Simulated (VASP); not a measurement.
# Pb (Fm-3m) in VASP: notebook

Runs on Pb. Level: HSE06. Tasks: single point.

Everything below comes from runs of VASP 6.6.1. Logs are shortened: lines on timing, memory, paths and dates and some standing lists are left out, and cuts for length are marked.

## Step 1: The cell of the first run

The structure is cubic, space group Fm-3m (No. 225). The conventional cell has a = 5.047 Å, b = 5.047 Å, c = 5.047 Å, α = 90.00°, β = 90.00°, γ = 90.00°. Within 4.7 Å of Pb (site symmetry m-3m) lie 12 Pb at 3.57 Å.

## Step 2: Single point, HSE06

POSCAR reads:

```
Pb
1.0
    0.0000000000      2.5233555431      2.5233555431
    2.5233555431      0.0000000000      2.5233555431
    2.5233555431      2.5233555431      0.0000000000
Pb
1
Direct
    0.0000000000      0.0000000000      0.0000000000
```

INCAR.step1 reads:

```
  ALGO = Normal
  EDIFF = 1E-5
  ENCUT = 520
  GGA = PE
  ISIF = 2
  ISMEAR = -1
  LASPH = True
  LCHARG = False
  LREAL = False
  LWAVE = True
  NBANDS = 13
  NELM = 60
  PREC = Accurate
  SIGMA = 0.1
```

INCAR.step2 reads:

```
  ALGO = Normal
  EDIFF = 1E-6
  ENCUT = 520
  GGA = PE
  HFSCREEN = 0.2079
  ISIF = 2
  ISMEAR = -1
  ISTART = 1
  LASPH = True
  LCHARG = False
  LHFCALC = True
  LREAL = False
  LWAVE = False
  NBANDS = 13
  NELM = 60
  PREC = Accurate
  PRECFOCK = Normal
  SIGMA = 0.1
```

KPOINTS reads:

```
k-points
0
Gamma
  6 6 6
```

Potentials or basis: VASP PAW PBE potentials, release 64 (Pb_d).

Command:

```sh
$ cat potpaw_PBE.64/Pb_d/POTCAR > POTCAR
$ cp INCAR.step1 INCAR
$ mpirun -np 1 vasp_std > vasp.out
$ cp INCAR.step2 INCAR
$ mpirun -np 1 vasp_std > vasp.out
```

OUTCAR:

```text
EDIFF = 1E-6
   ENCUT = 520
   GGA = PE
   HFSCREEN = 0.2079
   ISIF = 2
   ISMEAR = -1
   ISTART = 1
   LASPH = True
   LHFCALC = True
   LREAL = False
   NELM = 60
   PREC = Accurate
   PRECFOCK = Normal

 ion  position               nearest neighbor table
   1  0.000  0.000  0.000-

  LATTYP: Found a face centered cubic cell.
 ALAT       =     5.0467110862

  Lattice vectors:

 A1 = (   0.0000000000,   2.5233555431,   2.5233555431)
 A2 = (   2.5233555431,   0.0000000000,   2.5233555431)
 A3 = (   2.5233555431,   2.5233555431,   0.0000000000)

Analysis of symmetry for initial positions (statically):
=====================================================================
 Subroutine PRICEL returns:
 Original cell was already a primitive cell.

 Routine SETGRP: Setting up the symmetry group for a
 face centered cubic supercell.

 Subroutine GETGRP returns: Found 48 space group operations
 (whereof 48 operations were pure point group operations)
 out of a pool of 48 trial point group operations.

The static configuration has the point symmetry O_h .

Analysis of symmetry for dynamics (positions and initial velocities):
=====================================================================
 Subroutine PRICEL returns:
 Original cell was already a primitive cell.

 Routine SETGRP: Setting up the symmetry group for a
 face centered cubic supercell.

 Subroutine GETGRP returns: Found 48 space group operations
 (whereof 48 operations were pure point group operations)
 out of a pool of 48 trial point group operations.

The dynamic configuration has the point symmetry O_h .

 Subroutine INISYM returns: Found 48 space group operations
 (whereof 48 operations are pure point group operations),
 and found     1 'primitive' translations

----------------------------------------------------------------------------------------

                                     Primitive cell

  volume of cell :      32.1340

  direct lattice vectors                    reciprocal lattice vectors
     0.000000000  2.523355543  2.523355543    -0.198148850  0.198148850  0.198148850
     2.523355543  0.000000000  2.523355543     0.198148850 -0.198148850  0.198148850
     2.523355543  2.523355543  0.000000000     0.198148850  0.198148850 -0.198148850

  length of vectors
     3.568563632  3.568563632  3.568563632     0.343203876  0.343203876  0.343203876

  position of ions in fractional coordinates (direct lattice)
     0.000000000  0.000000000  0.000000000

  ion indices of the primitive-cell ions
   primitive index   ion index
                 1           1

----------------------------------------------------------------------------------------

 KPOINTS: k-points

Automatic generation of k-mesh.
 Grid dimensions read from file:
 generate k-points for:    6    6    6

 Generating k-lattice:

  Cartesian coordinates                     Fractional coordinates (reciprocal lattice)
    -0.033024808  0.033024808  0.033024808     0.166666667  0.000000000  0.000000000
     0.033024808 -0.033024808  0.033024808     0.000000000  0.166666667  0.000000000
     0.033024808  0.033024808 -0.033024808     0.000000000  0.000000000  0.166666667

  Length of vectors
     0.057200646  0.057200646  0.057200646

  Shift w.r.t. Gamma in fractional coordinates (k-lattice)
     0.000000000  0.000000000  0.000000000

 Subroutine IBZKPT returns following result:
 ===========================================

 Found     16 irreducible k-points:

 Following reciprocal coordinates:
            Coordinates               Weight
  0.000000  0.000000  0.000000      1.000000
  0.166667  0.000000  0.000000      8.000000
  0.333333  0.000000  0.000000      8.000000
  0.500000  0.000000  0.000000      4.000000
  0.166667  0.166667  0.000000      6.000000
  0.333333  0.166667  0.000000     24.000000
[... 8 lines left out ...]
 -0.333333  0.333333  0.166667     24.000000
 -0.333333  0.500000  0.166667     12.000000
   k-points           NKPTS =     16   k-points in BZ     NKDIM =    216   number of bands    NBANDS=     13
   number of dos      NEDOS =    301   number of ions     NIONS =      1
   total plane-waves  NPLWV =  21952
   dimension x,y,z NGX =    28 NGY =   28 NGZ =   28
   dimension x,y,z NGXF=    56 NGYF=   56 NGZF=   56
   ions per type =               1
   NGX,Y,Z   is equivalent  to a cutoff of  13.04, 13.04, 13.04 a.u.
   NGXF,Y,Z  is equivalent  to a cutoff of  26.09, 26.09, 26.09 a.u.
 SYSTEM =  unknown system
   PREC   = accura    normal or accurate (medium, high low for compatibility)
   ISTART =      1    job   : 0-new  1-cont  2-samecut
   ICHARG =      0    charge: 1-file 2-atom 10-const
   ISPIN  =      1    spin polarized calculation?
   LNONCOLLINEAR =      F non collinear calculations
   LSORBIT =      F    spin-orbit coupling
   LASPH  =      T    aspherical Exc in radial PAW
   ENCUT  =  520.0 eV  38.22 Ry    6.18 a.u.   6.64  6.64  6.64*2*pi/ulx,y,z
   NELM   =     60;   NELMIN=  2; NELMDL=  0     # of ELM steps
   EDIFF  = 0.1E-05   stopping-criterion for ELM
   LREAL  =      F    real-space projection
   EDIFFG = 0.1E-04   stopping-criterion for IOM
   NSW    =      0    number of steps for IOM
   IBRION =     -1    ionic relax: 0-MD 1-quasi-New 2-CG
   NFREE  =      0    steps in history (QN), initial steepest desc. (CG)
   ISIF   =      2    stress and relaxation
   ISYM   =      3    0-nonsym 1-usesym 2-fastsym
   POTIM  = 0.5000    time-step for ionic-motion
   TEBEG  =    0.0;   TEEND  =   0.0 temperature during run
   PSTRESS=    0.0 pullay stress
   NELECT =      14.0000    total number of electrons
   NUPDOWN=      -1.0000    fix difference up-down
   EMIN   =  10.00;   EMAX   =-10.00  energy-range for DOS
   EFERMI =   0.00;   METHOD = LEGACY
   ISMEAR =    -1;   SIGMA  =   0.10  broadening in eV -4-tet -1-fermi 0-gaus
   EFERMI_NEDOS =   21; number of points for ismear=-14 and -15
   IALGO  =     38    algorithm
   IMIX   =      1    mixing-type and parameters
     AMIX     =   0.40;   BMIX     =  1.00
     AMIX_MAG =   1.60;   BMIX_MAG =  1.00
  volume/ion in A,a.u.               =      32.13       216.85
  Fermi-wavevector in a.u.,A,eV,Ry     =   1.241068  2.345279 20.956385  1.540251
  Thomas-Fermi vector in A             =   2.375482
   LORBIT       =      0    0 simple, 1 ext, 2 COOP (PROOUT), +10 PAW based schemes
   GGA     = PE    functional components
   LHFCALC =     T    Hartree Fock is set to
   PRECFOCK=normal    Normal, Fast or Accurate (Low or Medium for compatibility)
   ENCUT4O =  -1.0   cutoff for four orbital integrals eV
   NKREDX  =     1    reduce k-point grid by
   NKREDY  =     1    reduce k-point grid by
   NKREDZ  =     1    reduce k-point grid by
   AEXX    =    0.2500 exact exchange contribution
   HFSCREEN=    0.2079 screening length (either q_TF or 0.3 A-1)
   HFSCREENC=   0.2079 screening length for correlation (either q_TF or 0.3 A-1)
   ENCUTFOCK=  -1.0 apply spherical cutoff to Coloumb kernel
   IVDW    =     0    specifies the selected vdW correction
   LEPSILON=     F    determine dielectric tensor
   LRPA    =     F    only Hartree local field effects (RPA)
 non-spin polarized calculation
  energy-cutoff  :      520.00
  volume of cell :       32.13
 maximum number of plane-waves:       893
 NGX is ok and might be reduce to    28
  NGX = 20; NGY = 20; NGZ = 20

 number of electron      14.0000003 magnetization

 Free energy of the ion-electron system (eV)
  ---------------------------------------------------
  ext. energy  EPLUGINS =         0.00000000
  ---------------------------------------------------
  free energy    TOTEN  =        -3.99170764 eV

  energy without entropy =       -3.95740878  energy(sigma->0) =       -3.97455821

 E-fermi :   6.7229     XC(G=0):  -8.2246

 val. band max:        6.5794901604   @ k =  -0.3333   0.3333   0.1667
 cond. band min:       6.7687805897   @ k =   0.3333   0.1667   0.0000
 fundamental gap:      0.1892904292
 Fermi energy:         6.7228843638

 k-point     1 :       0.0000    0.0000    0.0000
  band No.  band energies     occupation
      1     -12.3682      2.00000
      2     -12.3682      2.00000
      3     -12.3682      2.00000
      4     -12.2470      2.00000
      5     -12.2470      2.00000
      6      -6.0824      2.00000
      7      14.2916      0.00000
      8      14.2916      0.00000
      9      14.2916      0.00000
     10      16.9998      0.00000
     11      17.9480      0.00000
     12      19.3565      0.00000
     13      19.3565      0.00000

 k-point     2 :       0.1667    0.0000    0.0000
  band No.  band energies     occupation
      1     -12.3700      2.00000
      2     -12.3423      2.00000
      3     -12.3423      2.00000
      4     -12.2418      2.00000
      5     -12.2418      2.00000
      6      -5.5181      2.00000
      7      10.0316      0.00000
      8      13.7068      0.00000
      9      13.7068      0.00000
     10      16.1943      0.00000
     11      19.6931      0.00000
     12      20.0201      0.00000
     13      20.0706      0.00000

 k-point     3 :       0.3333    0.0000    0.0000
  band No.  band energies     occupation
      1     -12.3817      2.00000
      2     -12.3456      2.00000
      3     -12.3456      2.00000
      4     -12.1745      2.00000
      5     -12.1745      2.00000
      6      -3.8821      2.00000
      7       4.9470      2.00000
      8      12.8223      0.00000
      9      12.8223      0.00000
     10      15.8532      0.00000
     11      17.5783      0.00000
     12      18.6360      0.00000
     13      18.6360      0.00000

 k-point     4 :       0.5000    0.0000    0.0000
  band No.  band energies     occupation
      1     -12.3910      2.00000
      2     -12.3592      2.00000
      3     -12.3592      2.00000
      4     -12.1279      2.00000
      5     -12.1279      2.00000
      6      -2.2882      2.00000
      7       2.1205      2.00000
      8      12.4496      0.00000
      9      12.4496      0.00000
     10      16.1713      0.00000
     11      16.4191      0.00000
     12      18.0904      0.00000
     13      18.0904      0.00000

 k-point     5 :       0.1667    0.1667    0.0000
  band No.  band energies     occupation
      1     -12.4043      2.00000
      2     -12.3036      2.00000
      3     -12.3036      2.00000
      4     -12.2864      2.00000
      5     -12.2199      2.00000
      6      -5.3302      2.00000
      7      11.0926      0.00000
      8      12.1492      0.00000
      9      12.1492      0.00000
     10      15.3424      0.00000
     11      16.8059      0.00000
     12      22.1751      0.00000
     13      22.2065      0.00000
[... 129 lines left out ...]
 k-point    14 :       0.5000    0.3333    0.1667
  band No.  band energies     occupation
      1     -12.3941      2.00000
      2     -12.3527      2.00000
      3     -12.2661      2.00000
      4     -12.1721      2.00000
      5     -12.1601      2.00000
      6      -2.5337      2.00000
      7       5.3814      2.00000
      8       7.4200      0.00188
      9       9.8238      0.00000
     10      16.1324      0.00000
     11      17.1680      0.00000
     12      19.2695      0.00000
     13      24.2151      0.00000

 k-point    15 :      -0.3333    0.3333    0.1667
  band No.  band energies     occupation
      1     -12.3715      2.00000
      2     -12.3353      2.00000
      3     -12.2551      2.00000
      4     -12.2209      2.00000
      5     -12.1265      2.00000
      6      -1.2480      2.00000
      7       3.8215      2.00000
      8       6.5795      1.61503
      9       8.7896      0.00000
     10      16.3662      0.00000
     11      18.2496      0.00000
     12      21.2087      0.00000
     13      21.2550      0.00000

 k-point    16 :      -0.3333    0.5000    0.1667
  band No.  band energies     occupation
      1     -12.4163      2.00000
      2     -12.3806      2.00000
      3     -12.2094      2.00000
      4     -12.1826      2.00000
      5     -12.0976      2.00000
      6      -0.7226      2.00000
      7       4.0302      2.00000
      8       6.5516      1.69451
      9       7.3012      0.00614
     10      15.6863      0.00000
     11      16.6434      0.00000
     12      21.9152      0.00000
     13      22.1262      0.00000

------------------------ aborting loop because EDIFF is reached ----------------------------------------

  FORCE on cell =-STRESS in cart. coord.  units (eV):
  Direction    XX          YY          ZZ          XY          YZ          ZX
  --------------------------------------------------------------------------------------
  -------------------------------------------------------------------------------------
  Total       -0.0851240     -0.0851240     -0.0851240     -0.0000000     -0.0000000      0.0000000
  in kB       -4.2442158     -4.2442158     -4.2442158     -0.0000000     -0.0000000      0.0000000
  external PRESSURE =      -4.2442158 kB  Pullay stress =       0.0000000 kB

 VOLUME and BASIS-vectors are now :
 -----------------------------------------------------------------------------
  energy-cutoff  :      520.00
  volume of cell :       32.13
      direct lattice vectors                 reciprocal lattice vectors
     0.000000000  2.523355543  2.523355543    -0.198148850  0.198148850  0.198148850
     2.523355543  0.000000000  2.523355543     0.198148850 -0.198148850  0.198148850
     2.523355543  2.523355543  0.000000000     0.198148850  0.198148850 -0.198148850

 POSITION                                       TOTAL-FORCE (eV/Angst)
 -----------------------------------------------------------------------------------
      0.00000      0.00000      0.00000         0.000000     -0.000000     -0.000000
 -----------------------------------------------------------------------------------
    total drift:                               -0.000000     -0.000001     -0.000001

  FREE ENERGIE OF THE ION-ELECTRON SYSTEM (eV)
  ---------------------------------------------------
  free  energy   TOTEN  =        -3.9917076399 eV

  energy  without entropy=       -3.9574087815  energy(sigma->0) =       -3.97455821
```

Run time: 37 min. Hardware: 1 thread of Oxide Virtual Turin-like, shared host; peak memory 0.24 GiB.

Results:

* Free energy: -3.9917 eV
* Pressure: -0.4 GPa
* Band gap on the k mesh: zero (band 7 reaches 14.29 eV, above the bottom of band 8 at 4.95 eV)

Caveat: the PAW data sets were made with another functional, which shifts forces and pressure a little; spin-orbit coupling is left out, which moves the levels of the heavy elements.

## Step 3: Single point, HSE06

POSCAR is that of step 2.

INCAR.step1 reads:

```
SYSTEM = Pb
ALGO = Normal ; EDIFF = 1E-5
ENCUT = 520 ; GGA = PE
ISIF = 2 ; ISMEAR = -1
LASPH = .True. ; LCHARG = .False.
LREAL = .False. ; LWAVE = .True.
NBANDS = 13 ; NELM = 80
PREC = Accurate ; SIGMA = 0.1
```

INCAR.step2 reads:

```
SYSTEM = Pb
ALGO = Normal ; EDIFF = 1E-7
ENCUT = 520 ; GGA = PE
HFSCREEN = 0.2079 ; ISIF = 2
ISMEAR = -1 ; ISTART = 1
LASPH = .True. ; LCHARG = .False.
LHFCALC = .True. ; LREAL = .False.
LWAVE = .False. ; NBANDS = 13
NELM = 80 ; PREC = Accurate
PRECFOCK = Normal ; SIGMA = 0.1
```

KPOINTS reads:

```
k-points
0
Gamma
  6 6 6
  0 0 0
```

Potentials or basis: VASP PAW PBE potentials, release 64 (Pb_d).

Command:

```sh
$ cat potpaw_PBE.64/Pb_d/POTCAR > POTCAR
$ cp INCAR.step1 INCAR
$ mpirun -np 1 vasp_std > vasp.out
$ cp INCAR.step2 INCAR
$ mpirun -np 1 vasp_std > vasp.out
```

Run time: 42 min. Hardware: 1 thread of Oxide Virtual Turin-like, shared host; peak memory 0.24 GiB.

It converged, with:

| Quantity | Value |
| --- | --- |
| Free energy | -3.9917 eV |
| Pressure | -0.4 GPa |
| Band gap on the k mesh | zero (band 7 reaches 14.29 eV, above the bottom of band 8 at 4.95 eV) |

Levels at points of the mesh, in eV from the Fermi level:
| k point | band 5 | band 6 | band 7 | band 8 | band 9 | band 10 |
| --- | --- | --- | --- | --- | --- | --- |
| (0.00, 0.00, 0.00) | -18.97 | -12.81 | 7.57 | 7.57 | 7.57 | 10.28 |
| (0.50, 0.00, 0.00) | -18.85 | -9.01 | -4.60 | 5.73 | 5.73 | 9.45 |
| (0.50, 0.50, 0.00) | -18.82 | -7.53 | -3.64 | 2.15 | 2.15 | 5.46 |

Caveat: the PAW data sets were made with another functional, which shifts forces and pressure a little; spin-orbit coupling is left out, which moves the levels of the heavy elements.
